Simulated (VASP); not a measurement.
# WC: single point with PBEsol

The system is WC, a slab with vacuum.

```
CELL_PARAMETERS angstrom
0.00000 2.19268 2.19268
2.19268 0.00000 2.19268
5.54007 5.54007 -1.15470
ATOMIC_POSITIONS crystal
W 0.00000 0.00000 0.00000
W 0.09438 0.09438 0.35843
C 0.54719 0.54719 0.17922
C 0.64157 0.64157 0.53765
```

```yaml
Program: VASP 6.6.1
Task: single point
Functional: PBEsol
Potentials_or_basis: VASP PAW PBE potentials, release 64 (W_sv, C)
Cutoff: 520 eV
k_mesh: 7 × 7 × 7
Occupations: methfessel-paxton, width 0.1 eV
Spin: no spin polarisation
Dipole_correction: no
Further_INCAR_settings: ALGO = Normal; EDIFF = 1e-06; NBANDS = 26
```

The largest force is 2.199 eV/Å and the band gap on the k mesh is zero (band 18 reaches 6.75 eV, above the bottom of band 19 at 6.25 eV).

Forces on the atoms (eV/Å):
```
W    1.268  1.268 -1.268
W    1.121  1.121 -1.121
C   -1.120 -1.120  1.120
C   -1.269 -1.269  1.269
```

Levels at points of the mesh, in eV from the Fermi level:
```
           k point  band 16  band 17  band 18  band 19  band 20  band 21
(0.00, 0.00, 0.00)    -1.65    -0.74    -0.34    -0.34     1.06     1.24
```

It took 30 s on 1 thread of Intel(R) Xeon(R) 6975P-C (Granite Rapids), with other jobs on the host, peak memory 0.21 GiB.

Caveat: the PAW data sets were made with another functional, which shifts forces and pressure a little; spin-orbit coupling is left out, which moves the levels of the heavy elements.
